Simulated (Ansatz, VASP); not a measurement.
**Two plane-wave programs on BP**

INCAR

```
SYSTEM = BP
PREC     = Accurate       ! precision mode
ENCUT    = 520            ! plane-wave cutoff, eV
EDIFF    = 1E-7           ! SCF threshold, eV
ISMEAR   = 0              ! smearing method
SIGMA    = 0.01           ! smearing width, eV
LREAL    = .False.        ! projectors in reciprocal space
LASPH    = .True.         ! aspherical terms in the spheres
NELM     = 60             ! most SCF steps
ALGO     = Normal         ! electronic algorithm
ISIF     = 2              ! what is computed and relaxed
LWAVE    = .False.        ! write WAVECAR
LCHARG   = .True.         ! write CHGCAR
GGA      = PS             ! functional
LELF     = .True.         ! ELF
LVHAR    = .True.       
NBANDS   = 11             ! bands
```

KPOINTS

```
Automatic mesh
0
Gamma
  6 6 6
  0 0 0
```

Contents of POSCAR:

```
BP
1.0
    0.0000000000      2.2690000000      2.2690000000
    2.2690000000      0.0000000000      2.2690000000
    2.2690000000      2.2690000000      0.0000000000
B P
1 1
Direct
    0.0000000000      0.0000000000      0.0000000000
    0.2500000000      0.2500000000      0.2500000000
```

Input for Ansatz:

```yaml
crystal:
  lattice:
    - [0.0, 2.269, 2.269]
    - [2.269, 0.0, 2.269]
    - [2.269, 2.269, 0.0]
  atoms:
    - { symbol: B, position: [0.0, 0.0, 0.0] }
    - { symbol: P, position: [0.25, 0.25, 0.25] }
basis:
  ecutwfc: 489.804952427784
kpoints:
  mp_grid:
    grid: [6, 6, 6]
hamiltonian:
  xc: pbesol
  pseudopotentials:
    kind: paw
scf:
  max_iter: 80
  occupations:
    method: fixed
output:
  stress: true
```

Alike in both runs: task single point; functional PBEsol; k mesh 6 × 6 × 6; no spin polarisation.

```csv
,VASP,Ansatz
version,VASP 6.6.1,Ansatz 0.2.0
potentials or method,"VASP PAW PBE potentials, release 64 (B, P), cutoff 520 eV","plane waves, PAW"
occupations,"gaussian, width 0.01 eV",fixed
valence electrons in the cell,8,8
```

```csv
,VASP,Ansatz,Ansatz less VASP
pressure (GPa),-1.7,-1.8,-0.12
```

VASP's potentials were made for PBE, not for PBEsol.
